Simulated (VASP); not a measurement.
A run of VASP 6.6.1 is set up as follows.

Contents of INCAR:

```
PREC = Accurate
ENCUT = 530
EDIFF = 1E-6
ISMEAR = -1
SIGMA = 0.15
LREAL = F
LASPH = T
NELM = 120
ALGO = Normal
ISIF = 2
LWAVE = F
LCHARG = F
GGA = PE
NBANDS = 14
GGA_COMPAT = F
```

KPOINTS

```
regular mesh
0
Gamma
  4 4 4
```

File POSCAR:

```
Rh
1.0
    0.0000000000      1.9129000000      1.9129000000
    1.9129000000      0.0000000000      1.9129000000
    1.9129000000      1.9129000000      0.0000000000
Rh
1
Direct
    0.0000000000      0.0000000000      0.0000000000
```

Potentials or basis: VASP PAW PBE potentials, release 64 (Rh_sv_GW).

Launch:

```console
$ cat potpaw_PBE.64/Rh_sv_GW/POTCAR > POTCAR
$ mpirun -np 1 vasp_std > vasp.out
```

(1) Predict the pressure.

Results:

(1) -8.2 GPa.

Caveat: the k points lie up to 0.71 Å⁻¹ apart.
